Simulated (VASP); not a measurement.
# Na (P6_3/mmc) in VASP: further runs

Na is run at these levels: PBEsol; tasks: electric field gradients.

Program: VASP 6.6.1. These are calculated values, not measurements. Logs are shortened: lines on timing, memory, paths and dates and some standing lists are left out, and cuts for length are marked.

### Step 1. The cell of the first run

It takes space group P6_3/mmc (No. 194, hexagonal). Conventional cell: a = 3.692 Å, b = 3.692 Å, c = 6.154 Å, α = 90.00°, β = 90.00°, γ = 120.00°. Within 4.8 Å of Na (site symmetry -6m2) lie 12 Na at 3.69 to 3.74 Å.

### Step 2. Electric field gradients, PBEsol (equal xx and yy strain of -2 %)

Contents of INCAR:

```
PREC     = Accurate       # precision mode
ENCUT    = 520            # plane-wave cutoff, eV
EDIFF    = 1E-8           # SCF threshold, eV
ISMEAR   = -1             # smearing method
SIGMA    = 0.05           # smearing width, eV
LREAL    = F              # projectors in reciprocal space
LASPH    = T              # aspherical terms in the spheres
NELM     = 100            # most SCF steps
ALGO     = Normal         # electronic algorithm
ISIF     = 2              # what is computed and relaxed
LWAVE    = F              # write WAVECAR
LCHARG   = F              # write CHGCAR
GGA      = PS             # functional
LEFG     = T            
NBANDS   = 14             # bands
```

Contents of KPOINTS:

```
regular mesh
0
Gamma
  13 13 7
```

Contents of POSCAR:

```
Na
1.0
    3.6916609776      0.0000000000      0.0000000000
   -1.8458304888      3.1970721888      0.0000000000
    0.0000000000      0.0000000000      6.1540000000
Na
2
Direct
    0.3333333333      0.6666666667      0.2500000000
    0.6666666667      0.3333333333      0.7500000000
```

Potentials or basis: VASP PAW PBE potentials, release 64 (Na_pv).

Launch:

```
> cat potpaw_PBE.64/Na_pv/POTCAR > POTCAR
> mpirun -np 1 vasp_std > vasp.out
```

OUTCAR:

```text
PREC = Accurate
   ENCUT = 520
   EDIFF = 1E-8
   ISMEAR = -1
   LREAL = F
   LASPH = T
   NELM = 100
   ISIF = 2
   GGA = PS

 ion  position               nearest neighbor table
   1  0.333  0.667  0.250-
   2  0.667  0.333  0.750-

  LATTYP: Found a hexagonal cell.
 ALAT       =     3.6916609776
 C/A-ratio  =     1.6670003116

  Lattice vectors:

 A1 = (   3.6916609776,   0.0000000000,   0.0000000000)
 A2 = (  -1.8458304888,   3.1970721888,   0.0000000000)
 A3 = (   0.0000000000,   0.0000000000,   6.1540000000)

Analysis of symmetry for initial positions (statically):
=====================================================================
 Subroutine PRICEL returns:
 Original cell was already a primitive cell.

 Routine SETGRP: Setting up the symmetry group for a
 hexagonal supercell.

 Subroutine GETGRP returns: Found 24 space group operations
 (whereof 12 operations were pure point group operations)
 out of a pool of 24 trial point group operations.

The static configuration has the point symmetry D_3d.
 The point group associated with its full space group is D_6h.

Analysis of symmetry for dynamics (positions and initial velocities):
=====================================================================
 Subroutine PRICEL returns:
 Original cell was already a primitive cell.

 Routine SETGRP: Setting up the symmetry group for a
 hexagonal supercell.

 Subroutine GETGRP returns: Found 24 space group operations
 (whereof 12 operations were pure point group operations)
 out of a pool of 24 trial point group operations.

The dynamic configuration has the point symmetry D_3d.
 The point group associated with its full space group is D_6h.

 Subroutine INISYM returns: Found 24 space group operations
 (whereof 12 operations are pure point group operations),
 and found     1 'primitive' translations

----------------------------------------------------------------------------------------

                                     Primitive cell

  volume of cell :      72.6326

  direct lattice vectors                    reciprocal lattice vectors
     3.691660978  0.000000000  0.000000000     0.270880779  0.156393090  0.000000000
    -1.845830489  3.197072189  0.000000000     0.000000000  0.312786181  0.000000000
     0.000000000  0.000000000  6.154000000     0.000000000  0.000000000  0.162495938

  length of vectors
     3.691660978  3.691660978  6.154000000     0.312786181  0.312786181  0.162495938

  position of ions in fractional coordinates (direct lattice)
     0.333333333  0.666666667  0.250000000
     0.666666667  0.333333333  0.750000000

  ion indices of the primitive-cell ions
   primitive index   ion index
                 1           1
                 2           2

----------------------------------------------------------------------------------------

 KPOINTS: regular mesh

Automatic generation of k-mesh.
 Grid dimensions read from file:
 generate k-points for:   13   13    7

 Generating k-lattice:

  Cartesian coordinates                     Fractional coordinates (reciprocal lattice)
     0.020836983  0.012030238  0.000000000     0.076923077  0.000000000  0.000000000
     0.000000000  0.024060475  0.000000000     0.000000000  0.076923077  0.000000000
     0.000000000  0.000000000  0.023213705     0.000000000  0.000000000  0.142857143

  Length of vectors
     0.024060475  0.024060475  0.023213705

  Shift w.r.t. Gamma in fractional coordinates (k-lattice)
     0.000000000  0.000000000  0.000000000

 Subroutine IBZKPT returns following result:
 ===========================================

 Found     84 irreducible k-points:

 Following reciprocal coordinates:
            Coordinates               Weight
  0.000000  0.000000  0.000000      1.000000
  0.076923  0.000000  0.000000      6.000000
  0.153846 -0.000000  0.000000      6.000000
  0.230769 -0.000000  0.000000      6.000000
  0.307692 -0.000000  0.000000      6.000000
  0.384615  0.000000  0.000000      6.000000
[... 16 lines left out ...]
  0.076923  0.000000  0.142857     12.000000
  0.153846 -0.000000  0.142857     12.000000
 [... further k-points ...]
   k-points           NKPTS =     84   k-points in BZ     NKDIM =     84   number of bands    NBANDS=     14
   number of dos      NEDOS =    301   number of ions     NIONS =      2
   total plane-waves  NPLWV =  37632
   dimension x,y,z NGX =    28 NGY =   28 NGZ =   48
   dimension x,y,z NGXF=    56 NGYF=   56 NGZF=   96
   ions per type =               2
   NGX,Y,Z   is equivalent  to a cutoff of  12.61, 12.61, 12.97 a.u.
   NGXF,Y,Z  is equivalent  to a cutoff of  25.22, 25.22, 25.93 a.u.
 SYSTEM =  unknown system
   PREC   = accura    normal or accurate (medium, high low for compatibility)
   ISTART =      0    job   : 0-new  1-cont  2-samecut
   ICHARG =      2    charge: 1-file 2-atom 10-const
   ISPIN  =      1    spin polarized calculation?
   LNONCOLLINEAR =      F non collinear calculations
   LSORBIT =      F    spin-orbit coupling
   LASPH  =      T    aspherical Exc in radial PAW
   ENCUT  =  520.0 eV  38.22 Ry    6.18 a.u.   6.86  6.86 11.44*2*pi/ulx,y,z
   NELM   =    100;   NELMIN=  2; NELMDL= -5     # of ELM steps
   EDIFF  = 0.1E-07   stopping-criterion for ELM
   LREAL  =      F    real-space projection
   EDIFFG = 0.1E-06   stopping-criterion for IOM
   NSW    =      0    number of steps for IOM
   IBRION =     -1    ionic relax: 0-MD 1-quasi-New 2-CG
   NFREE  =      0    steps in history (QN), initial steepest desc. (CG)
   ISIF   =      2    stress and relaxation
   ISYM   =      2    0-nonsym 1-usesym 2-fastsym
   POTIM  = 0.5000    time-step for ionic-motion
   TEBEG  =    0.0;   TEEND  =   0.0 temperature during run
   PSTRESS=    0.0 pullay stress
   NELECT =      14.0000    total number of electrons
   NUPDOWN=      -1.0000    fix difference up-down
   EMIN   =  10.00;   EMAX   =-10.00  energy-range for DOS
   EFERMI =   0.00;   METHOD = LEGACY
   ISMEAR =    -1;   SIGMA  =   0.05  broadening in eV -4-tet -1-fermi 0-gaus
   EFERMI_NEDOS =   21; number of points for ismear=-14 and -15
   IALGO  =     38    algorithm
   IMIX   =      4    mixing-type and parameters
     AMIX     =   0.40;   BMIX     =  1.00
     AMIX_MAG =   1.60;   BMIX_MAG =  1.00
  volume/ion in A,a.u.               =      36.32       245.07
  Fermi-wavevector in a.u.,A,eV,Ry     =   0.945671  1.787060 12.167614  0.894294
  Thomas-Fermi vector in A             =   2.073595
   LORBIT       =      0    0 simple, 1 ext, 2 COOP (PROOUT), +10 PAW based schemes
   GGA     = PS    functional components
   LHFCALC =     F    Hartree Fock is set to
   AEXX    =    0.0000 exact exchange contribution
   IVDW    =     0    specifies the selected vdW correction
   LEPSILON=     F    determine dielectric tensor
   LRPA    =     F    only Hartree local field effects (RPA)
 non-spin polarized calculation
  energy-cutoff  :      520.00
  volume of cell :       72.63
 maximum number of plane-waves:      1975
 NGX is ok and might be reduce to    28
   NGX = 13   NGY = 13   NGZ = 23

 number of electron      13.9999999 magnetization

 Free energy of the ion-electron system (eV)
  ---------------------------------------------------
  ext. energy  EPLUGINS =         0.00000000
  ---------------------------------------------------
  free energy    TOTEN  =        -2.80231110 eV

  energy without entropy =       -2.79531805  energy(sigma->0) =       -2.79881457

 E-fermi :   0.3612     XC(G=0):  -6.5551

 val. band max:        0.3486785292   @ k =   0.3077   0.2308   0.1429
 cond. band min:       0.4368145062   @ k =   0.3846   0.1538   0.0000
 fundamental gap:      0.0881359770
 Fermi energy:         0.3611546058

 k-point     1 :       0.0000    0.0000    0.0000
  band No.  band energies     occupation
      1     -24.4362      2.00000
      2     -24.4058      2.00000
      3     -24.4058      2.00000
      4     -24.4011      2.00000
      5     -24.4011      2.00000
      6     -24.4001      2.00000
      7      -2.9584      2.00000
      8       0.8187      0.00021
      9       1.2296      0.00000
     10      10.6292      0.00000
     11      10.6292      0.00000
     12      10.9045      0.00000
     13      11.0439      0.00000
     14      11.0439      0.00000
[... 375 lines left out ...]
 k-point    24 :       0.1538   -0.0000    0.1429
  band No.  band energies     occupation
      1     -24.4320      2.00000
      2     -24.4120      2.00000
      3     -24.4087      2.00000
      4     -24.4075      2.00000
      5     -24.4026      2.00000
      6     -24.4020      2.00000
      7      -2.5156      2.00000
      8       0.3114      1.46035
      9       2.5444      0.00000
     10       7.3580      0.00000
     11       9.2980      0.00000
     12       9.2987      0.00000
     13       9.9493      0.00000
     14      10.9391      0.00000

 [... further k-points ...]
[... 5 lines left out ...]
  --------------------------------------------------------------------------------------
  -------------------------------------------------------------------------------------
  Total        0.0190813      0.0190813     -0.0204150     -0.0000000     -0.0000000      0.0000000
  in kB        0.4209080      0.4209080     -0.4503263     -0.0000000     -0.0000000      0.0000000
  external PRESSURE =       0.1304966 kB  Pullay stress =       0.0000000 kB

 VOLUME and BASIS-vectors are now :
 -----------------------------------------------------------------------------
  energy-cutoff  :      520.00
  volume of cell :       72.63
      direct lattice vectors                 reciprocal lattice vectors
     3.691660978  0.000000000  0.000000000     0.270880779  0.156393090  0.000000000
    -1.845830489  3.197072189  0.000000000     0.000000000  0.312786181  0.000000000
     0.000000000  0.000000000  6.154000000     0.000000000  0.000000000  0.162495938

 POSITION                                       TOTAL-FORCE (eV/Angst)
 -----------------------------------------------------------------------------------
     -0.00000      2.13138      1.53850        -0.000000     -0.000000      0.000000
      1.84583      1.06569      4.61550         0.000000      0.000000      0.000000
 -----------------------------------------------------------------------------------
    total drift:                               -0.000000      0.000000     -0.000000

  FREE ENERGIE OF THE ION-ELECTRON SYSTEM (eV)
  ---------------------------------------------------
  free  energy   TOTEN  =        -2.8023110954 eV

  energy  without entropy=       -2.7953180502  energy(sigma->0) =       -2.79881457

 Electric field gradients (V/A^2)
---------------------------------------------------------------------
 ion       V_xx      V_yy      V_zz      V_xy      V_xz      V_yz
---------------------------------------------------------------------
   1       0.251     0.255    -0.506     0.003     0.000    -0.000
   2       0.251     0.255    -0.506     0.003    -0.000     0.000
---------------------------------------------------------------------

 Electric field gradients after diagonalization (V/A^2)
 (convention: |V_zz| > |V_xx| > |V_yy|)
----------------------------------------------------------------------
 ion       V_xx      V_yy      V_zz     asymmetry (V_yy - V_xx)/ V_zz
----------------------------------------------------------------------
   1       0.257     0.249    -0.506       0.016
   2       0.257     0.249    -0.506       0.016
----------------------------------------------------------------------

           NMR quadrupolar parameters

 Cq : quadrupolar parameter    Cq=e*Q*V_zz/h
 eta: asymmetry parameters     (V_yy - V_xx)/ V_zz
 Q  : nuclear electric quadrupole moment in mb (millibarn)
----------------------------------------------------------------------
 ion       Cq(MHz)       eta       Q (mb)
----------------------------------------------------------------------
   1      -0.001       0.016       1.000
   2      -0.001       0.016       1.000
----------------------------------------------------------------------
```

Run time: 87 s. Hardware: 1 thread of Intel Xeon Platinum 8488C (Sapphire Rapids), shared host; peak memory 0.21 GiB.

What came out:

```
Free energy            : -2.8023 eV
Pressure               : 0.0 GPa
Band gap on the k mesh : zero (band 7 reaches 1.85 eV, above the bottom of band 8 at -1.63 eV)
```

Electric field gradients, principal values (V/Å²):
```
atom  least  middle  greatest (by size)
1 Na  0.249   0.257              -0.506
2 Na  0.249   0.257              -0.506
```

Caveat: the cell differs from its parent crystal (equal xx and yy strain of -2 %); without QUAD_EFG the Cq values of the log hold for a quadrupole moment of 1 mb, not for the nuclei; the PAW data sets were made with another functional, which shifts forces and pressure a little.

(Part 1 of 3 ends here.)
